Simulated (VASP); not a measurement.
# Cr (P6_3/mmc) in VASP: density of states with LDA

Aim: the density of states of Cr with LDA.

Program: VASP 6.6.1. These are calculated values, not measurements. Logs are shortened: lines on timing, memory, paths and dates and some standing lists are left out, and cuts for length are marked.

### Step 1. The cell of the first run

The structure is hexagonal, space group P6_3/mmc (No. 194). The conventional cell has a = 2.714 Å, b = 2.714 Å, c = 4.410 Å, α = 90.00°, β = 90.00°, γ = 120.00°. Cr (site symmetry -6m2) has 12 Cr at 2.71 Å within 3.6 Å.

### Step 2. Density of states, LDA, collinear spin, ferromagnetic start

File POSCAR:

```
Cr
1.0
    2.7140000000      0.0000000000      0.0000000000
   -1.3570000000      2.3503929459      0.0000000000
    0.0000000000      0.0000000000      4.4100000000
Cr
2
Direct
    0.3333333333      0.6666666667      0.2500000000
    0.6666666667      0.3333333333      0.7500000000
```

File INCAR.step1:

```
SYSTEM = Cr
  PREC = Accurate
  ENCUT = 520
  EDIFF = 1E-7
  ISMEAR = -1
  SIGMA = 0.03
  LREAL = .False.
  LASPH = .True.
  NELM = 150
  ALGO = Normal
  ISIF = 2
  LWAVE = .False.
  LCHARG = .True.
  ISPIN = 2
  MAGMOM = 0.5 0.5
  LMAXMIX = 4
  GGA = CA
  NBANDS = 23
```

File KPOINTS.step1:

```
regular mesh
0
Gamma
  12 12 7
  0 0 0
```

File INCAR.step2:

```
SYSTEM = Cr
  PREC = Accurate
  ENCUT = 520
  EDIFF = 1E-7
  ISMEAR = -5
  SIGMA = 0.03
  LREAL = .False.
  LASPH = .True.
  NELM = 150
  ALGO = Normal
  ISIF = 2
  LWAVE = .False.
  LCHARG = .False.
  ISPIN = 2
  MAGMOM = 0.5 0.5
  LORBIT = 11
  LMAXMIX = 4
  GGA = CA
  NEDOS = 1001
  ICHARG = 11
```

File KPOINTS.step2:

```
regular mesh
0
Gamma
  18 18 11
  0 0 0
```

Potentials or basis: VASP PAW LDA potentials, release 64 (Cr_pv).

On the command line:

```sh
cat potpaw_LDA.64/Cr_pv/POTCAR > POTCAR
cp INCAR.step1 INCAR
cp KPOINTS.step1 KPOINTS
mpirun -np 1 vasp_std > vasp.out
cp INCAR.step2 INCAR
cp KPOINTS.step2 KPOINTS
mpirun -np 1 vasp_std > vasp.out
```

OUTCAR:

```text
SYSTEM = Cr
   PREC = Accurate
   ENCUT = 520
   EDIFF = 1E-7
   ISMEAR = -5
   LREAL = .False.
   LASPH = .True.
   NELM = 150
   ISIF = 2
   ISPIN = 2
   LORBIT = 11
   GGA = CA
   ICHARG = 11

 ion  position               nearest neighbor table
   1  0.333  0.667  0.250-   2 2.71   2 2.71   2 2.71   2 2.71   2 2.71   2 2.71
   2  0.667  0.333  0.750-   1 2.71   1 2.71   1 2.71   1 2.71   1 2.71   1 2.71

  LATTYP: Found a hexagonal cell.
 ALAT       =     2.7140000000
 C/A-ratio  =     1.6249078850

  Lattice vectors:

 A1 = (   2.7140000000,   0.0000000000,   0.0000000000)
 A2 = (  -1.3570000000,   2.3503929459,   0.0000000000)
 A3 = (   0.0000000000,   0.0000000000,   4.4100000000)

Analysis of symmetry for initial positions (statically):
=====================================================================
 Subroutine PRICEL returns:
 Original cell was already a primitive cell.

 Routine SETGRP: Setting up the symmetry group for a
 hexagonal supercell.

 Subroutine GETGRP returns: Found 24 space group operations
 (whereof 12 operations were pure point group operations)
 out of a pool of 24 trial point group operations.

The static configuration has the point symmetry D_3d.
 The point group associated with its full space group is D_6h.

Analysis of symmetry for dynamics (positions and initial velocities):
=====================================================================
 Subroutine PRICEL returns:
 Original cell was already a primitive cell.

 Routine SETGRP: Setting up the symmetry group for a
 hexagonal supercell.

 Subroutine GETGRP returns: Found 24 space group operations
 (whereof 12 operations were pure point group operations)
 out of a pool of 24 trial point group operations.

The dynamic configuration has the point symmetry D_3d.
 The point group associated with its full space group is D_6h.

Analysis of structural, dynamic, and magnetic symmetry:
=====================================================================
 Subroutine PRICEL returns:
 Original cell was already a primitive cell.

 Routine SETGRP: Setting up the symmetry group for a
 hexagonal supercell.

 Subroutine GETGRP returns: Found 24 space group operations
 (whereof 12 operations were pure point group operations)
 out of a pool of 24 trial point group operations.

The overall configuration has the point symmetry D_3d.
 The point group associated with its full space group is D_6h.

 Subroutine INISYM returns: Found 24 space group operations
 (whereof 12 operations are pure point group operations),
 and found     1 'primitive' translations

----------------------------------------------------------------------------------------

                                     Primitive cell

  volume of cell :      28.1312

  direct lattice vectors                    reciprocal lattice vectors
     2.714000000  0.000000000  0.000000000     0.368459838  0.212730387  0.000000000
    -1.357000000  2.350392946  0.000000000     0.000000000  0.425460773  0.000000000
     0.000000000  0.000000000  4.410000000     0.000000000  0.000000000  0.226757370

  length of vectors
     2.714000000  2.714000000  4.410000000     0.425460773  0.425460773  0.226757370

  position of ions in fractional coordinates (direct lattice)
     0.333333333  0.666666667  0.250000000
     0.666666667  0.333333333  0.750000000

  ion indices of the primitive-cell ions
   primitive index   ion index
                 1           1
                 2           2

----------------------------------------------------------------------------------------

 KPOINTS: regular mesh

Automatic generation of k-mesh.
 Grid dimensions read from file:
 generate k-points for:   18   18   11

 Generating k-lattice:

  Cartesian coordinates                     Fractional coordinates (reciprocal lattice)
     0.020469991  0.011818355  0.000000000     0.055555556  0.000000000  0.000000000
     0.000000000  0.023636710  0.000000000     0.000000000  0.055555556  0.000000000
     0.000000000  0.000000000  0.020614306     0.000000000  0.000000000  0.090909091

  Length of vectors
     0.023636710  0.023636710  0.020614306

  Shift w.r.t. Gamma in fractional coordinates (k-lattice)
     0.000000000  0.000000000  0.000000000

 TETIRR: Found   3464 inequivalent tetrahedra from    21384

 Subroutine IBZKPT returns following result:
 ===========================================

 Found    222 irreducible k-points:

 Following reciprocal coordinates:
            Coordinates               Weight
  0.000000  0.000000  0.000000      1.000000
  0.055556 -0.000000  0.000000      6.000000
  0.111111 -0.000000  0.000000      6.000000
  0.166667 -0.000000  0.000000      6.000000
  0.222222 -0.000000  0.000000      6.000000
  0.277778 -0.000000  0.000000      6.000000
[... 16 lines left out ...]
  0.333333  0.111111  0.000000     12.000000
  0.388889  0.111111  0.000000     12.000000
 [... further k-points ...]
   k-points           NKPTS =    222   k-points in BZ     NKDIM =    222   number of bands    NBANDS=     17
   number of dos      NEDOS =   1001   number of ions     NIONS =      2
   total plane-waves  NPLWV =  14400
   dimension x,y,z NGX =    20 NGY =   20 NGZ =   36
   dimension x,y,z NGXF=    40 NGYF=   40 NGZF=   72
   ions per type =               2
   NGX,Y,Z   is equivalent  to a cutoff of  12.25, 12.25, 13.57 a.u.
   NGXF,Y,Z  is equivalent  to a cutoff of  24.50, 24.50, 27.14 a.u.
 SYSTEM =  Cr
   PREC   = accura    normal or accurate (medium, high low for compatibility)
   ISTART =      0    job   : 0-new  1-cont  2-samecut
   ICHARG =     11    charge: 1-file 2-atom 10-const
   ISPIN  =      2    spin polarized calculation?
   LNONCOLLINEAR =      F non collinear calculations
   LSORBIT =      F    spin-orbit coupling
   LASPH  =      T    aspherical Exc in radial PAW
   ENCUT  =  520.0 eV  38.22 Ry    6.18 a.u.   5.05  5.05  8.20*2*pi/ulx,y,z
   NELM   =    150;   NELMIN=  2; NELMDL=  0     # of ELM steps
   EDIFF  = 0.1E-06   stopping-criterion for ELM
   LREAL  =      F    real-space projection
   EDIFFG = 0.1E-05   stopping-criterion for IOM
   NSW    =      0    number of steps for IOM
   IBRION =     -1    ionic relax: 0-MD 1-quasi-New 2-CG
   NFREE  =      0    steps in history (QN), initial steepest desc. (CG)
   ISIF   =      2    stress and relaxation
   ISYM   =      2    0-nonsym 1-usesym 2-fastsym
   POTIM  = 0.5000    time-step for ionic-motion
   TEBEG  =    0.0;   TEEND  =   0.0 temperature during run
   PSTRESS=    0.0 pullay stress
   NELECT =      24.0000    total number of electrons
   NUPDOWN=      -1.0000    fix difference up-down
   EMIN   =  10.00;   EMAX   =-10.00  energy-range for DOS
   EFERMI =   0.00;   METHOD = LEGACY
   ISMEAR =    -5;   SIGMA  =   0.03  broadening in eV -4-tet -1-fermi 0-gaus
   EFERMI_NEDOS =   21; number of points for ismear=-14 and -15
   IALGO  =     38    algorithm
   IMIX   =      4    mixing-type and parameters
     AMIX     =   0.40;   BMIX     =  1.00
     AMIX_MAG =   1.60;   BMIX_MAG =  1.00
  volume/ion in A,a.u.               =      14.07        94.92
  Fermi-wavevector in a.u.,A,eV,Ry     =   1.552681  2.934142 32.801180  2.410819
  Thomas-Fermi vector in A             =   2.657021
   LORBIT       =     11    0 simple, 1 ext, 2 COOP (PROOUT), +10 PAW based schemes
   GGA     = CA    functional components
   LHFCALC =     F    Hartree Fock is set to
   AEXX    =    0.0000 exact exchange contribution
   IVDW    =     0    specifies the selected vdW correction
   LEPSILON=     F    determine dielectric tensor
   LRPA    =     F    only Hartree local field effects (RPA)
 spin polarized calculation
 Fermi weights with tetrahedron method with Bloechl corrections
  energy-cutoff  :      520.00
  volume of cell :       28.13
 maximum number of plane-waves:       774

 number of electron      24.0000005 magnetization       0.9988985

 Free energy of the ion-electron system (eV)
  ---------------------------------------------------
  ext. energy  EPLUGINS =         0.00000000
  ---------------------------------------------------
  free energy    TOTEN  =       -19.44506144 eV

  energy without entropy =      -19.44506144  energy(sigma->0) =      -19.44506144

 E-fermi :   8.0277     XC(G=0): -12.8662

 val. band max:        8.0718332896   @ k =   0.3889  -0.0000   0.2727
 cond. band min:       8.0185443743   @ k =   0.1111  -0.0000   0.3636
 fundamental gap:     -0.0532889153
 Fermi energy:         8.0276639411

 spin component 1

 k-point     1 :       0.0000    0.0000    0.0000
  band No.  band energies     occupation
      1     -34.8516      1.00000
      2     -34.4682      1.00000
      3     -34.4682      1.00000
      4     -34.3999      1.00000
      5     -34.3999      1.00000
      6     -34.3497      1.00000
[... 9 lines left out ...]
     16       8.6174      0.00000
     17       9.6173      0.00000
[... 441 lines left out ...]
 k-point    24 :       0.3889    0.1111    0.0000
  band No.  band energies     occupation
      1     -34.8201      1.00000
      2     -34.7435      1.00000
      3     -34.6304      1.00000
      4     -34.5987      1.00000
      5     -34.4909      1.00000
      6     -34.4673      1.00000
[... 9 lines left out ...]
     16       9.8069      0.00000
     17      11.0287      0.00000

 [... further k-points ...]

 spin component 2

 k-point     1 :       0.0000    0.0000    0.0000
  band No.  band energies     occupation
      1     -34.4448      1.00000
      2     -34.0411      1.00000
      3     -34.0411      1.00000
      4     -33.9721      1.00000
      5     -33.9720      1.00000
      6     -33.9368      1.00000
[... 9 lines left out ...]
     16       8.7938      0.00000
     17      10.0350      0.00000
[... 441 lines left out ...]
 k-point    24 :       0.3889    0.1111    0.0000
  band No.  band energies     occupation
      1     -34.3978      1.00000
      2     -34.3201      1.00000
      3     -34.2207      1.00000
      4     -34.1733      1.00000
      5     -34.0642      1.00000
      6     -34.0557      1.00000
[... 9 lines left out ...]
     16      10.2295      0.00000
     17      11.3730      0.00000

 [... further k-points ...]

------------------------ aborting loop because EDIFF is reached ----------------------------------------

  FORCE on cell =-STRESS in cart. coord.  units (eV):
  Direction    XX          YY          ZZ          XY          YZ          ZX
  --------------------------------------------------------------------------------------
  -------------------------------------------------------------------------------------
  Total       -7.0908906     -7.0908906     -5.9232456      0.0000000      0.0000000      0.0000000
  in kB     -403.8522066   -403.8522066   -337.3505445      0.0000000      0.0000000      0.0000000
  external PRESSURE =    -381.6849859 kB  Pullay stress =       0.0000000 kB

 VOLUME and BASIS-vectors are now :
 -----------------------------------------------------------------------------
  energy-cutoff  :      520.00
  volume of cell :       28.13
      direct lattice vectors                 reciprocal lattice vectors
     2.714000000  0.000000000  0.000000000     0.368459838  0.212730387  0.000000000
    -1.357000000  2.350392946  0.000000000     0.000000000  0.425460773  0.000000000
     0.000000000  0.000000000  4.410000000     0.000000000  0.000000000  0.226757370

 POSITION                                       TOTAL-FORCE (eV/Angst)
 -----------------------------------------------------------------------------------
     -0.00000      1.56693      1.10250        -0.000000     -0.000000      0.000000
      1.35700      0.78346      3.30750         0.000000      0.000000      0.000000
 -----------------------------------------------------------------------------------
    total drift:                               -0.000000      0.000000     -0.000000

  FREE ENERGIE OF THE ION-ELECTRON SYSTEM (eV)
  ---------------------------------------------------
  free  energy   TOTEN  =       -19.4450614409 eV

  energy  without entropy=      -19.4450614409  energy(sigma->0) =      -19.44506144

 total charge

# of ion       s       p       d       tot
------------------------------------------
    1        0.377   6.273   4.079  10.729
    2        0.377   6.273   4.079  10.729
--------------------------------------------------
tot          0.755  12.545   8.158  21.458

 magnetization (x)

# of ion       s       p       d       tot
------------------------------------------
    1        0.002   0.014   0.443   0.459
    2        0.002   0.014   0.443   0.459
--------------------------------------------------
tot          0.004   0.028   0.887   0.919
```

Wall time 3.1 min (1 thread of AMD EPYC 9R45 (Zen 5), shared host); peak memory 0.23 GiB.

Results:

* Net moment: 1.00 μB per cell
* Site moments: Cr +0.46 μB
* Valence electrons inside the program's atomic spheres: Cr 10.73

Levels at points of the mesh, in eV from the Fermi level:
Spin up:
| k point | band 9 | band 10 | band 11 | band 12 | band 13 | band 14 | band 15 | band 16 | band 17 |
| --- | --- | --- | --- | --- | --- | --- | --- | --- | --- |
| (0.00, 0.00, 0.00) | -0.48 | -0.48 | -0.47 | -0.11 | -0.11 | 0.34 | 0.34 | 0.59 | 1.59 |
| (0.50, 0.00, 0.00) | -2.68 | -0.98 | -0.62 | -0.51 | -0.07 | 1.76 | 1.86 | 1.93 | 3.14 |
Spin down:
| k point | band 8 | band 9 | band 10 | band 11 | band 12 | band 13 | band 14 | band 15 | band 16 | band 17 |
| --- | --- | --- | --- | --- | --- | --- | --- | --- | --- | --- |
| (0.00, 0.00, 0.00) | -3.16 | -0.13 | -0.11 | -0.11 | 0.27 | 0.27 | 0.74 | 0.74 | 0.77 | 2.01 |
| (0.50, 0.00, 0.00) | -2.68 | -2.36 | -0.75 | -0.24 | -0.16 | 0.27 | 2.16 | 2.29 | 2.34 | 3.47 |

Caveat: tetrahedron occupations give inexact forces and stress in metals.
